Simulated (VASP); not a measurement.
# MgF2 (Sellaite) (P4_2/mnm) in VASP: relaxation of volume and atoms at fixed shape with PBE

Aim: the relaxation of volume and atoms at fixed shape of MgF2 (Sellaite) with PBE.

Everything below comes from runs of VASP 6.6.1. Logs are shortened: lines on timing, memory, paths and dates and some standing lists are left out, and cuts for length are marked.

## (1) The cell of the first run

Symmetry: P4_2/mnm, No. 136, tetragonal system. Conventional cell: a = 4.625 Å, b = 4.625 Å, c = 3.052 Å, α = 90.00°, β = 90.00°, γ = 90.00°. Within 2.6 Å of Mg (site symmetry mmm) lie 6 F at 1.98 to 2.00 Å. F (site symmetry m2m) has 3 Mg at 1.98 to 2.00 Å and 1 F at 2.58 Å within 2.6 Å.

## (2) Relaxation of volume and atoms at fixed shape, PBE

File INCAR:

```
  ALGO = Normal
  EDIFF = 1E-6
  EDIFFG = -0.02
  ENCUT = 600
  GGA = PE
  IBRION = 2
  ISIF = 8
  ISMEAR = 0
  LASPH = True
  LCHARG = False
  LREAL = False
  LWAVE = False
  NELM = 80
  NSW = 80
  PREC = Accurate
  SIGMA = 0.01
```

File KPOINTS:

```
k-points
0
Gamma
  4 4 7
```

File POSCAR:

```
MgF2
1.0
    4.6250000000      0.0000000000      0.0000000000
    0.0000000000      4.6250000000      0.0000000000
    0.0000000000      0.0000000000      3.0520000000
Mg F
2 4
Direct
    0.0000000000      0.0000000000      0.0000000000
    0.5000000000      0.5000000000      0.5000000000
    0.3030000000      0.3030000000      0.0000000000
    0.1970000000      0.8030000000      0.5000000000
    0.6970000000      0.6970000000      0.0000000000
    0.8030000000      0.1970000000      0.5000000000
```

Potentials or basis: VASP PAW PBE potentials, release 64 (Mg, F).

Command:

```console
> cat potpaw_PBE.64/Mg/POTCAR potpaw_PBE.64/F/POTCAR > POTCAR
> mpirun -np 1 vasp_std > vasp.out
```

OUTCAR:

```text
EDIFF = 1E-6
   EDIFFG = -0.02
   ENCUT = 600
   GGA = PE
   IBRION = 2
   ISIF = 8
   ISMEAR = 0
   LASPH = True
   LREAL = False
   NELM = 80
   NSW = 80
   PREC = Accurate

 ion  position               nearest neighbor table
   1  0.000  0.000  0.000-   3 1.98   5 1.98   4 2.00   6 2.00   4 2.00   6 2.00   2 3.61   2 3.61
                             2 3.61   2 3.61   2 3.61   2 3.61   2 3.61   2 3.61
   2  0.500  0.500  0.500-   4 1.98   6 1.98   5 2.00   3 2.00   3 2.00   5 2.00   1 3.61   1 3.61
                             1 3.61   1 3.61   1 3.61   1 3.61   1 3.61   1 3.61
   3  0.303  0.303  0.000-   1 1.98   2 2.00   2 2.00
   4  0.197  0.803  0.500-   2 1.98   1 2.00   1 2.00
   5  0.697  0.697  0.000-   1 1.98   2 2.00   2 2.00
   6  0.803  0.197  0.500-   2 1.98   1 2.00   1 2.00

  LATTYP: Found a simple tetragonal cell.
 ALAT       =     4.6250000000
 C/A-ratio  =     0.6598918919

  Lattice vectors:

 A1 = (   4.6250000000,   0.0000000000,   0.0000000000)
 A2 = (   0.0000000000,   4.6250000000,   0.0000000000)
 A3 = (   0.0000000000,   0.0000000000,   3.0520000000)

Analysis of symmetry for initial positions (statically):
=====================================================================
 Subroutine PRICEL returns:
 Original cell was already a primitive cell.

 Routine SETGRP: Setting up the symmetry group for a
 simple tetragonal supercell.

 Subroutine GETGRP returns: Found 16 space group operations
 (whereof  8 operations were pure point group operations)
 out of a pool of 16 trial point group operations.

The static configuration has the point symmetry D_2h.
 The point group associated with its full space group is D_4h.

Analysis of symmetry for dynamics (positions and initial velocities):
=====================================================================
 Subroutine PRICEL returns:
 Original cell was already a primitive cell.

 Routine SETGRP: Setting up the symmetry group for a
 simple tetragonal supercell.

 Subroutine GETGRP returns: Found 16 space group operations
 (whereof  8 operations were pure point group operations)
 out of a pool of 16 trial point group operations.

The dynamic configuration has the point symmetry D_2h.
 The point group associated with its full space group is D_4h.

 Subroutine INISYM returns: Found 16 space group operations
 (whereof  8 operations are pure point group operations),
 and found     1 'primitive' translations

----------------------------------------------------------------------------------------

                                     Primitive cell

  volume of cell :      65.2842

  direct lattice vectors                    reciprocal lattice vectors
     4.625000000  0.000000000  0.000000000     0.216216216  0.000000000  0.000000000
     0.000000000  4.625000000  0.000000000     0.000000000  0.216216216  0.000000000
     0.000000000  0.000000000  3.052000000     0.000000000  0.000000000  0.327653997

  length of vectors
     4.625000000  4.625000000  3.052000000     0.216216216  0.216216216  0.327653997

  position of ions in fractional coordinates (direct lattice)
     0.000000000  0.000000000  0.000000000
     0.500000000  0.500000000  0.500000000
     0.303000000  0.303000000  0.000000000
     0.197000000  0.803000000  0.500000000
     0.697000000  0.697000000  0.000000000
     0.803000000  0.197000000  0.500000000

  ion indices of the primitive-cell ions
   primitive index   ion index
                 1           1
                 2           2
                 3           3
                 4           4
                 5           5
                 6           6

----------------------------------------------------------------------------------------

 KPOINTS: k-points

Automatic generation of k-mesh.
 Grid dimensions read from file:
 generate k-points for:    4    4    7

 Generating k-lattice:

  Cartesian coordinates                     Fractional coordinates (reciprocal lattice)
     0.054054054  0.000000000  0.000000000     0.250000000  0.000000000  0.000000000
     0.000000000  0.054054054  0.000000000     0.000000000  0.250000000  0.000000000
     0.000000000  0.000000000  0.046807714     0.000000000  0.000000000  0.142857143

  Length of vectors
     0.054054054  0.054054054  0.046807714

  Shift w.r.t. Gamma in fractional coordinates (k-lattice)
     0.000000000  0.000000000  0.000000000

 Subroutine IBZKPT returns following result:
 ===========================================

 Found     24 irreducible k-points:

 Following reciprocal coordinates:
            Coordinates               Weight
  0.000000  0.000000  0.000000      1.000000
  0.250000  0.000000  0.000000      4.000000
  0.500000  0.000000  0.000000      2.000000
  0.250000  0.250000  0.000000      4.000000
  0.500000  0.250000  0.000000      4.000000
  0.500000  0.500000  0.000000      1.000000
[... 16 lines left out ...]
  0.500000  0.250000  0.428571      8.000000
  0.500000  0.500000  0.428571      2.000000
   k-points           NKPTS =     24   k-points in BZ     NKDIM =     24   number of bands    NBANDS=     20
   number of dos      NEDOS =    301   number of ions     NIONS =      6
   total plane-waves  NPLWV =  38400
   dimension x,y,z NGX =    40 NGY =   40 NGZ =   24
   dimension x,y,z NGXF=    80 NGYF=   80 NGZF=   48
   ions per type =               2   4
   NGX,Y,Z   is equivalent  to a cutoff of  14.38, 14.38, 13.07 a.u.
   NGXF,Y,Z  is equivalent  to a cutoff of  28.76, 28.76, 26.15 a.u.
 SYSTEM =  unknown system
   PREC   = accura    normal or accurate (medium, high low for compatibility)
   ISTART =      0    job   : 0-new  1-cont  2-samecut
   ICHARG =      2    charge: 1-file 2-atom 10-const
   ISPIN  =      1    spin polarized calculation?
   LNONCOLLINEAR =      F non collinear calculations
   LSORBIT =      F    spin-orbit coupling
   LASPH  =      T    aspherical Exc in radial PAW
   ENCUT  =  600.0 eV  44.10 Ry    6.64 a.u.   9.24  9.24  6.10*2*pi/ulx,y,z
   NELM   =     80;   NELMIN=  2; NELMDL= -5     # of ELM steps
   EDIFF  = 0.1E-05   stopping-criterion for ELM
   LREAL  =      F    real-space projection
   EDIFFG = -.2E-01   stopping-criterion for IOM
   NSW    =     80    number of steps for IOM
   IBRION =      2    ionic relax: 0-MD 1-quasi-New 2-CG
   NFREE  =      1    steps in history (QN), initial steepest desc. (CG)
   ISIF   =      8    stress and relaxation
   ISYM   =      2    0-nonsym 1-usesym 2-fastsym
   POTIM  = 0.5000    time-step for ionic-motion
   TEBEG  =    0.0;   TEEND  =   0.0 temperature during run
   PSTRESS=    0.0 pullay stress
   NELECT =      32.0000    total number of electrons
   NUPDOWN=      -1.0000    fix difference up-down
   EMIN   =  10.00;   EMAX   =-10.00  energy-range for DOS
   EFERMI =   0.00;   METHOD = LEGACY
   ISMEAR =     0;   SIGMA  =   0.01  broadening in eV -4-tet -1-fermi 0-gaus
   EFERMI_NEDOS =   21; number of points for ismear=-14 and -15
   IALGO  =     38    algorithm
   IMIX   =      4    mixing-type and parameters
     AMIX     =   0.40;   BMIX     =  1.00
     AMIX_MAG =   1.60;   BMIX_MAG =  1.00
  volume/ion in A,a.u.               =      10.88        73.43
  Fermi-wavevector in a.u.,A,eV,Ry     =   1.290790  2.439239 22.669184  1.666138
  Thomas-Fermi vector in A             =   2.422600
   LORBIT       =      0    0 simple, 1 ext, 2 COOP (PROOUT), +10 PAW based schemes
   GGA     = PE    functional components
   LHFCALC =     F    Hartree Fock is set to
   AEXX    =    0.0000 exact exchange contribution
   IVDW    =     0    specifies the selected vdW correction
   LEPSILON=     F    determine dielectric tensor
   LRPA    =     F    only Hartree local field effects (RPA)
 conjugate gradient relaxation of ions
 non-spin polarized calculation
 Gauss-broadening in eV      SIGMA  =   0.01
  energy-cutoff  :      600.00
  volume of cell :       65.28
 maximum number of plane-waves:      2200
 NGX is ok and might be reduce to    40
   NGX = 19   NGY = 19   NGZ = 13

--------------------------------------- Ionic step        1  -------------------------------------------

 number of electron      32.0000022 magnetization

 Free energy of the ion-electron system (eV)
  ---------------------------------------------------
  ext. energy  EPLUGINS =         0.00000000
  ---------------------------------------------------
  free energy    TOTEN  =       -31.52120620 eV

  energy without entropy =      -31.52120620  energy(sigma->0) =      -31.52120620

------------------------ aborting loop because EDIFF is reached ----------------------------------------

  FORCE on cell =-STRESS in cart. coord.  units (eV):
  Direction    XX          YY          ZZ          XY          YZ          ZX
  --------------------------------------------------------------------------------------
  -------------------------------------------------------------------------------------
  Total        1.3962313      1.3962313      1.4826379      0.0000000      0.0000000      0.0000000
  in kB       34.2657256     34.2657256     36.3862813      0.0000000      0.0000000      0.0000000
  external PRESSURE =      34.9725775 kB  Pullay stress =       0.0000000 kB
[... 105 lines left out ...]
  energy  without entropy=      -31.5449780286  energy(sigma->0) =      -31.54497803

--------------------------------------- Ionic step        4  -------------------------------------------

 number of electron      32.0000021 magnetization

 Free energy of the ion-electron system (eV)
  ---------------------------------------------------
  ext. energy  EPLUGINS =         0.00000000
  ---------------------------------------------------
  free energy    TOTEN  =       -31.54518804 eV

  energy without entropy =      -31.54518804  energy(sigma->0) =      -31.54518804

 E-fermi :  -1.3655     XC(G=0):  -9.5665

 val. band max:       -1.4156408521   @ k =   0.0000   0.0000   0.0000
 cond. band min:       5.4447321836   @ k =   0.0000   0.0000   0.0000
 fundamental gap:      6.8603730357
 Fermi energy:        -1.3655439265

 k-point     1 :       0.0000    0.0000    0.0000
  band No.  band energies     occupation
      1     -22.0385      2.00000
      2     -21.2984      2.00000
      3     -21.2984      2.00000
      4     -21.2133      2.00000
      5      -5.3632      2.00000
      6      -3.7778      2.00000
[... 12 lines left out ...]
     19      10.6015      0.00000
[... 561 lines left out ...]
  FREE ENERGIE OF THE ION-ELECTRON SYSTEM (eV)
  ---------------------------------------------------
  free  energy   TOTEN  =       -31.5451880386 eV

  energy  without entropy=      -31.5451880386  energy(sigma->0) =      -31.54518804

 reached required accuracy - stopping structural energy minimisation
```

Wall time 55 s (1 thread of Intel Xeon Platinum 8375C at 2.90GHz (Ice Lake), shared host); peak memory 0.2 GiB.

What came out:

- Free energy: -31.5452 eV
- Relaxed volume: 11.26 Å³/atom
- Relaxed cell: a = 4.678 Å, b = 4.678 Å, c = 3.087 Å, α = 90.00°, β = 90.00°, γ = 90.00°
- Space group after relaxing (to 0.05 Å): P4_2/mnm (No. 136)
- Energy gained by relaxing: 4.0 meV/atom
- Ionic steps: 4
- Pressure after relaxing: 0.0 GPa
- Largest force after relaxing: 0.019 eV/Å
- Band gap on the k mesh: 6.86 eV, direct

Forces on the atoms (eV/Å):
```
Mg   0.000  0.000  0.000
Mg   0.000  0.000  0.000
F    0.014  0.014  0.000
F   -0.014  0.014  0.000
F   -0.014 -0.014  0.000
F    0.014 -0.014  0.000
```

The path:
```tsv
step	energy change (eV)	largest force (eV/Å)	pressure (GPa)	volume (Å³)
1	0.0000	0.0219	3.50	65.28
2	-0.0238	0.0386	-0.02	67.55
3	-0.0238	0.0380	0.01	67.53
4	-0.0240	0.0192	0.00	67.55
```

Final structure:
```
CELL_PARAMETERS angstrom
4.67792 0.00000 0.00000
0.00000 4.67792 0.00000
0.00000 0.00000 3.08692
ATOMIC_POSITIONS crystal
Mg 0.00000 0.00000 0.00000
Mg 0.50000 0.50000 0.50000
F 0.30312 0.30312 0.00000
F 0.19688 0.80312 0.50000
F 0.69688 0.69688 0.00000
F 0.80312 0.19688 0.50000
```

Levels at points of the mesh, in eV from the valence-band top:
| k point | band 14 | band 15 | band 16 | band 17 | band 18 | band 19 |
| --- | --- | --- | --- | --- | --- | --- |
| (0.00, 0.00, 0.00) | -0.32 | -0.32 | 0.00 | 6.86 | 12.02 | 12.02 |
| (0.50, 0.00, 0.00) | -0.95 | -0.36 | -0.36 | 9.23 | 9.23 | 13.25 |
| (0.50, 0.50, 0.00) | -0.92 | -0.73 | -0.73 | 10.85 | 10.85 | 11.06 |

A hybrid or GW would open this gap; PBE tends to underestimate it. Zero-point motion and thermal expansion aren't in these numbers.
